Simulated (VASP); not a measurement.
# CaO in VASP: notebook, part 2 of 2

VASP 6.6.1.

### Step 3. Single point, PBE (strain -0.080 along x and y, -0.040 along z)

Input file INCAR:

```
  PREC = Accurate
  ENCUT = 520
  EDIFF = 1E-6
  ISMEAR = 0
  SIGMA = 0.05
  LREAL = False
  LASPH = True
  NELM = 60
  ALGO = Normal
  ISIF = 2
  LWAVE = False
  LCHARG = False
  GGA = PE
  NBANDS = 15
```

Input file KPOINTS:

```
Automatic mesh
0
Gamma
  8 8 8
```

Input file POSCAR:

```
CaO
1.0
    0.0000000000      2.2530800000      2.3510400000
    2.2530800000      0.0000000000      2.3510400000
    2.2530800000      2.2530800000      0.0000000000
Ca O
1 1
Direct
    0.0000000000      0.0000000000      0.0000000000
    0.5000000000      0.5000000000      0.5000000000
```

Potentials or basis: VASP PAW PBE potentials, release 64 (Ca_sv, O).

Run with:

```
cat potpaw_PBE.64/Ca_sv/POTCAR potpaw_PBE.64/O/POTCAR > POTCAR
mpirun -np 1 vasp_std > vasp.out
```

OUTCAR:

```text
PREC = Accurate
   ENCUT = 520
   EDIFF = 1E-6
   ISMEAR = 0
   LREAL = False
   LASPH = True
   NELM = 60
   ISIF = 2
   GGA = PE

 ion  position               nearest neighbor table
   1  0.000  0.000  0.000-   2 2.25   2 2.25   2 2.25   2 2.25   2 2.35   2 2.35
   2  0.500  0.500  0.500-   1 2.25   1 2.25   1 2.25   1 2.25   1 2.35   1 2.35

  LATTYP: Found a body centered tetragonal cell.
 ALAT       =     3.1863362931
 C/A-ratio  =     1.4757011086

  Lattice vectors:

 A1 = (  -2.2530800000,   0.0000000000,   2.3510400000)
 A2 = (   2.2530800000,   0.0000000000,   2.3510400000)
 A3 = (   0.0000000000,   2.2530800000,  -2.3510400000)

Analysis of symmetry for initial positions (statically):
=====================================================================
 Subroutine PRICEL returns:
 Original cell was already a primitive cell.

 Routine SETGRP: Setting up the symmetry group for a
 body centered tetragonal supercell.

 Subroutine GETGRP returns: Found 16 space group operations
 (whereof 16 operations were pure point group operations)
 out of a pool of 16 trial point group operations.

The static configuration has the point symmetry D_4h.

Analysis of symmetry for dynamics (positions and initial velocities):
=====================================================================
 Subroutine PRICEL returns:
 Original cell was already a primitive cell.

 Routine SETGRP: Setting up the symmetry group for a
 body centered tetragonal supercell.

 Subroutine GETGRP returns: Found 16 space group operations
 (whereof 16 operations were pure point group operations)
 out of a pool of 16 trial point group operations.

The dynamic configuration has the point symmetry D_4h.

 Subroutine INISYM returns: Found 16 space group operations
 (whereof 16 operations are pure point group operations),
 and found     1 'primitive' translations

----------------------------------------------------------------------------------------

                                     Primitive cell

  volume of cell :      23.8695

[... 118 lines left out ...]
   LRPA    =     F    only Hartree local field effects (RPA)
 non-spin polarized calculation
 Gauss-broadening in eV      SIGMA  =   0.05
  energy-cutoff  :      520.00
  volume of cell :       23.87
 maximum number of plane-waves:       660
   NGX = 13   NGY = 13   NGZ = 11

 number of electron      16.0000006 magnetization

 Free energy of the ion-electron system (eV)
  ---------------------------------------------------
  ext. energy  EPLUGINS =         0.00000000
  ---------------------------------------------------
  free energy    TOTEN  =       -12.45647977 eV

  energy without entropy =      -12.45647977  energy(sigma->0) =      -12.45647977

 E-fermi :   3.5754     XC(G=0): -11.2320

 val. band max:        3.3474700452   @ k =   0.0000   0.0000   0.0000
 cond. band min:       6.7778148219   @ k =   0.5000   0.0000   0.5000
 fundamental gap:      3.4303447767
 Fermi energy:         3.5753816568

 k-point     1 :       0.0000    0.0000    0.0000
  band No.  band energies     occupation
      1     -33.7812      2.00000
      2     -14.4056      2.00000
      3     -14.3889      2.00000
      4     -14.3889      2.00000
      5     -12.5458      2.00000
      6       3.1748      2.00000
      7       3.3475      2.00000
      8       3.3475      2.00000
      9       9.2029      0.00000
     10       9.6250      0.00000
     11       9.9743      0.00000
     12       9.9743      0.00000
     13      11.5632      0.00000
     14      11.8607      0.00000
[... 401 lines left out ...]
      2     -15.9576      2.00000
      3     -14.5517      2.00000
      4     -14.5006      2.00000
      5     -11.0080      2.00000
      6       0.9587      2.00000
      7       2.0455      2.00000
      8       2.2904      2.00000
      9       9.5309      0.00000
     10      11.7411      0.00000
     11      12.2870      0.00000
     12      12.4754      0.00000
     13      13.6572      0.00000
     14      15.1156      0.00000
     15      20.4800      0.00000

 [... further k-points ...]

------------------------ aborting loop because EDIFF is reached ----------------------------------------

  FORCE on cell =-STRESS in cart. coord.  units (eV):
  Direction    XX          YY          ZZ          XY          YZ          ZX
  --------------------------------------------------------------------------------------
  -------------------------------------------------------------------------------------
  Total        4.7125628      4.7125628      2.6387158      0.0000000     -0.0000000      0.0000000
  in kB      316.3184281    316.3184281    177.1168803      0.0000000     -0.0000000      0.0000000
  external PRESSURE =     269.9179122 kB  Pullay stress =       0.0000000 kB

 VOLUME and BASIS-vectors are now :
 -----------------------------------------------------------------------------
  energy-cutoff  :      520.00
  volume of cell :       23.87
      direct lattice vectors                 reciprocal lattice vectors
     0.000000000  2.253080000  2.351040000    -0.221918441  0.221918441  0.212671839
     2.253080000  0.000000000  2.351040000     0.221918441 -0.221918441  0.212671839
     2.253080000  2.253080000  0.000000000     0.221918441  0.221918441 -0.212671839

 POSITION                                       TOTAL-FORCE (eV/Angst)
 -----------------------------------------------------------------------------------
      0.00000      0.00000      0.00000         0.000000      0.000000      0.000000
      2.25308      2.25308      2.35104         0.000000      0.000000     -0.000000
 -----------------------------------------------------------------------------------
    total drift:                                0.000000     -0.000000     -0.000000

  FREE ENERGIE OF THE ION-ELECTRON SYSTEM (eV)
  ---------------------------------------------------
  free  energy   TOTEN  =       -12.4564797724 eV

  energy  without entropy=      -12.4564797724  energy(sigma->0) =      -12.45647977
```

stdout:

```text
POSCAR found type information on POSCAR CaO
 POSCAR found :  2 types and       2 ions
 scaLAPACK will be used
 LDA part: xc-table for (Slater+PW92), standard interpolation
 POSCAR, INCAR and KPOINTS ok, starting setup
 FFT: planning ... GRIDC
 FFT: planning ... GRID_SOFT
 FFT: planning ... GRID
 WAVECAR not read
 entering main loop
```

Run time: 9.2 s. Hardware: 1 thread of Intel Xeon Platinum 8488C (Sapphire Rapids), shared host; peak memory 0.15 GiB.

Results:

| Item | Value |
| --- | --- |
| Free energy | -12.4565 eV |
| Pressure | 27.0 GPa |
| Band gap on the k mesh | 3.43 eV, indirect (least direct gap 3.76 eV) |

Stress tensor (GPa, compression positive):
```
31.63  0.00  0.00
 0.00 31.63  0.00
 0.00  0.00 17.71
```

Levels at points of the mesh, in eV from the valence-band top:
| k point | band 6 | band 7 | band 8 | band 9 | band 10 | band 11 |
| --- | --- | --- | --- | --- | --- | --- |
| (0.00, 0.00, 0.00) | -0.17 | 0.00 | 0.00 | 5.86 | 6.28 | 6.63 |
| (0.50, 0.00, 0.00) | -3.08 | -1.62 | -1.61 | 7.70 | 9.11 | 9.18 |
| (0.50, 0.50, 0.00) | -1.44 | -0.29 | -0.29 | 3.57 | 9.14 | 9.71 |
| (0.50, 0.00, 0.50) | -1.11 | -0.51 | -0.33 | 3.43 | 9.08 | 9.82 |

Caveat: the cell differs from its parent crystal (strain -0.080 along x and y, -0.040 along z). A k mesh can miss the band edges.

### Step 4. Single point, PBE (strain +0.040 along x and y, +0.080 along z)

Input file INCAR:

```
SYSTEM = CaO
ALGO     = Normal         ! electronic algorithm
EDIFF    = 1E-6           ! SCF threshold, eV
ENCUT    = 520            ! plane-wave cutoff, eV
GGA      = PE             ! functional
ISIF     = 2              ! what is computed and relaxed
ISMEAR   = 0              ! smearing method
LASPH    = .TRUE.         ! aspherical terms in the spheres
LCHARG   = .FALSE.        ! write CHGCAR
LREAL    = .FALSE.        ! projectors in reciprocal space
LWAVE    = .FALSE.        ! write WAVECAR
NBANDS   = 15             ! bands
NELM     = 60             ! most SCF steps
PREC     = Accurate       ! precision mode
SIGMA    = 0.05           ! smearing width, eV
```

Input file KPOINTS:

```
k-points
0
G
  8 8 8
  0 0 0
```

Input file POSCAR:

```
CaO
1.0
    0.0000000000      2.5469600000      2.6449200000
    2.5469600000      0.0000000000      2.6449200000
    2.5469600000      2.5469600000      0.0000000000
Ca O
1 1
Direct
    0.0000000000      0.0000000000      0.0000000000
    0.5000000000      0.5000000000      0.5000000000
```

Potentials or basis: VASP PAW PBE potentials, release 64 (Ca_sv, O).

Run with:

```
cat potpaw_PBE.64/Ca_sv/POTCAR potpaw_PBE.64/O/POTCAR > POTCAR
mpirun -np 1 vasp_std > vasp.out
```

OUTCAR:

```text
SYSTEM = CaO
   EDIFF = 1E-6
   ENCUT = 520
   GGA = PE
   ISIF = 2
   ISMEAR = 0
   LASPH = .TRUE.
   LREAL = .FALSE.
   NELM = 60
   PREC = Accurate

 ion  position               nearest neighbor table
   1  0.000  0.000  0.000-   2 2.55   2 2.55   2 2.55   2 2.55
   2  0.500  0.500  0.500-   1 2.55   1 2.55   1 2.55   1 2.55

  LATTYP: Found a body centered tetragonal cell.
 ALAT       =     3.6019453748
 C/A-ratio  =     1.4686063917

  Lattice vectors:

[... 620 lines left out ...]

  FORCE on cell =-STRESS in cart. coord.  units (eV):
  Direction    XX          YY          ZZ          XY          YZ          ZX
  --------------------------------------------------------------------------------------
  -------------------------------------------------------------------------------------
  Total       -2.7516533     -2.7516533     -2.9423753      0.0000000     -0.0000000      0.0000000
  in kB     -128.4746698   -128.4746698   -137.3794800      0.0000000     -0.0000000      0.0000000
  external PRESSURE =    -131.4429399 kB  Pullay stress =       0.0000000 kB

 VOLUME and BASIS-vectors are now :
 -----------------------------------------------------------------------------
  energy-cutoff  :      520.00
  volume of cell :       34.32
      direct lattice vectors                 reciprocal lattice vectors
     0.000000000  2.546960000  2.644920000    -0.196312467  0.196312467  0.189041635
     2.546960000  0.000000000  2.644920000     0.196312467 -0.196312467  0.189041635
     2.546960000  2.546960000  0.000000000     0.196312467  0.196312467 -0.189041635

 POSITION                                       TOTAL-FORCE (eV/Angst)
 -----------------------------------------------------------------------------------
      0.00000      0.00000      0.00000        -0.000000      0.000000      0.000000
      2.54696      2.54696      2.64492         0.000000     -0.000000     -0.000000
 -----------------------------------------------------------------------------------
    total drift:                                0.000000      0.000000      0.000000

  FREE ENERGIE OF THE ION-ELECTRON SYSTEM (eV)
  ---------------------------------------------------
  free  energy   TOTEN  =       -12.5135164184 eV

  energy  without entropy=      -12.5135164184  energy(sigma->0) =      -12.51351642
```

OSZICAR:

```text
N       E                     dE             d eps       ncg     rms          rms(c)
DAV:   1     0.122228946838E+03    0.12223E+03   -0.80933E+03  1770   0.105E+03
DAV:   2    -0.847601402485E+01   -0.13070E+03   -0.12264E+03  2218   0.279E+02
DAV:   3    -0.141420361298E+02   -0.56660E+01   -0.56288E+01  2162   0.593E+01
DAV:   4    -0.142979406637E+02   -0.15590E+00   -0.15582E+00  2587   0.898E+00
DAV:   5    -0.142990485556E+02   -0.11079E-02   -0.11078E-02  2064   0.722E-01    0.871E+00
DAV:   6    -0.126677049520E+02    0.16313E+01   -0.64250E+00  1966   0.208E+01    0.439E+00
DAV:   7    -0.125193444754E+02    0.14836E+00   -0.53576E-01  1959   0.668E+00    0.190E+00
DAV:   8    -0.125134011148E+02    0.59434E-02   -0.89740E-02  2190   0.323E+00    0.368E-01
DAV:   9    -0.125126254366E+02    0.77568E-03   -0.40219E-03  1903   0.548E-01    0.133E-01
DAV:  10    -0.125135584995E+02   -0.93306E-03   -0.10175E-03  2085   0.284E-01    0.880E-02
DAV:  11    -0.125135157062E+02    0.42793E-04   -0.86784E-05  2122   0.106E-01    0.112E-02
DAV:  12    -0.125135164452E+02   -0.73903E-06   -0.16597E-05  2054   0.407E-02    0.795E-03
DAV:  13    -0.125135164184E+02    0.26833E-07   -0.10705E-06  1821   0.122E-02
   1 F= -.12513516E+02 E0= -.12513516E+02  d E =-.579233E-27
```

It took 20 s on 1 thread of Intel Xeon Platinum 8488C (Sapphire Rapids), shared host; peak memory 0.17 GiB.

What came out:

```yaml
Free_energy: -12.5135 eV
Pressure: -13.1 GPa
Band_gap_on_the_k_mesh: 3.17 eV, direct
```

Caveat: the cell differs from its parent crystal (strain +0.040 along x and y, +0.080 along z). A k mesh can miss the band edges.

### Step 5. Summary

| cell | gap on the mesh (eV) | pressure (GPa) |
| --- | --- | --- |
| a = 3.602 Å, angles 60.0°, 2 atoms | 3.44 | -11.6 |
| a = 3.256, b = 3.256, c = 3.186 Å, angles 60.7, 60.7, 58.6°, 2 atoms | 3.43 | 27.0 |
| a = 3.672, b = 3.672, c = 3.602 Å, angles 60.6, 60.6, 58.7°, 2 atoms | 3.17 | -13.1 |

Alike in all rows: task single point; level PBE; potentials or basis VASP PAW PBE potentials, release 64 (Ca_sv, O); no spin polarisation; k mesh 8 × 8 × 8; cutoff (eV) 520; smearing gaussian 0.05 eV.

Absolute energies hang on the potentials; compare differences alone.
